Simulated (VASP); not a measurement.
**TaN: single point with PBEsol**

Crystal: TaN.

```
Ta N
1.0
     5.02355    0.00000    0.00000
    -2.51178    4.35052    0.00000
     0.00000    0.00000    2.94505
Ta N
3 3
Cartesian
  0.0000 2.9003 1.4725
  2.5118 1.4502 1.4725
  0.0000 0.0000 0.0000
  1.9991 0.0000 0.0000
  1.5122 2.6192 0.0000
  -0.9996 1.7313 0.0000
```

This cell differs from its parent crystal: biaxial strain in the a-b plane: -3.0 %, then relaxed in part.

| Property | Result |
| --- | --- |
| Program | VASP 6.6.1 |
| Task | single point |
| Functional | PBEsol |
| Potentials or basis | VASP PAW PBE potentials, release 64 (Ta_sv_GW, N) |
| Cutoff | 700 eV |
| k mesh | 12 × 12 × 12 |
| Occupations | gaussian, width 0.1 eV |
| Spin | no spin polarisation |

```
Pressure               : 15.2 GPa
Largest force          : 0.012 eV/Å
Band gap on the k mesh : zero (bands 27 and 28 overlap by 2.70 eV)
```

Forces on the atoms (eV/Å):
```
Ta   0.000  0.000  0.000
Ta   0.000  0.000  0.000
Ta   0.000  0.000  0.000
N    0.012  0.000  0.000
N   -0.006 -0.011  0.000
N   -0.006  0.011  0.000
```

Stress tensor (GPa, compression positive):
```
22.78  0.00  0.00
 0.00 22.78  0.00
 0.00  0.00  0.18
```

Levels at points of the mesh, in eV from the Fermi level:
| k point | band 23 | band 24 | band 25 | band 26 | band 27 | band 28 | band 29 | band 30 | band 31 | band 32 |
| --- | --- | --- | --- | --- | --- | --- | --- | --- | --- | --- |
| (0.00, 0.00, 0.00) | -5.00 | -4.50 | -3.75 | -1.68 | -0.95 | -0.95 | 0.09 | 0.09 | 1.77 | 1.77 |
| (0.50, 0.00, 0.00) | -4.88 | -4.10 | -3.77 | -2.80 | -2.65 | 1.00 | 1.68 | 2.00 | 2.17 | 2.29 |
| (0.00, 0.00, 0.50) | -4.51 | -4.38 | -3.17 | -3.17 | 1.32 | 2.23 | 2.23 | 2.43 | 2.43 | 3.48 |
| (0.50, 0.00, 0.50) | -4.91 | -4.00 | -3.56 | -2.29 | -0.95 | 0.53 | 1.49 | 3.12 | 3.27 | 3.70 |

It took 15 min on 1 thread of Intel(R) Xeon(R) Platinum 8259CL CPU @ 2.50GHz (Skylake/Cascade Lake) (shared host), peak memory 0.53 GiB.

Caveat: the cell differs from its parent crystal (biaxial strain in the a-b plane: -3.0 %, then relaxed in part); the stress differs along the axes, from 0 to 23 GPa; the PAW data sets were made with another functional, which shifts forces and pressure a little; spin-orbit coupling is left out, which moves the levels of the heavy elements.
